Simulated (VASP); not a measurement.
Pb, 4 atoms in the cell. Symmetry: P6_3/mmc, No. 194, hexagonal system. Conventional cell: a = 3.524 Å, b = 3.524 Å, c = 11.265 Å, α = 90.00°, β = 90.00°, γ = 120.00°. Pb (site symmetry -6m2) has 12 Pb at 3.47 to 3.52 Å within 4.6 Å. Pb (site symmetry -3m) has 12 Pb at 3.47 to 3.52 Å within 4.6 Å. 

* Program: VASP 6.6.1
* Task: single point
* Functional: PBEsol
* Potentials or basis: VASP PAW PBE potentials, release 64 (Pb_d)
* Cutoff: 520 eV
* k mesh: 7 × 7 × 2
* Occupations: fermi-dirac, width 0.05 eV
* Spin: no spin polarisation
* Dipole correction: no
* Further INCAR settings: ALGO = Normal; EDIFF = 1e-06; NBANDS = 36

Potentials or basis: VASP PAW PBE potentials, release 64 (Pb_d).

Launch:

```console
$ cat potpaw_PBE.64/Pb_d/POTCAR > POTCAR
$ mpirun -np 1 vasp_std > vasp.out
```

Hardware: 1 thread of Intel(R) Xeon(R) Platinum 8375C CPU @ 2.90GHz (Ice Lake), on a shared host.

**Question.** How long does it take, and how much memory?

**Answer.** Run time: 40 s on 1 thread of Intel(R) Xeon(R) Platinum 8375C CPU @ 2.90GHz (Ice Lake), on a shared host, peak memory 0.25 GiB. Counts: scf iterations 11, k points 16.
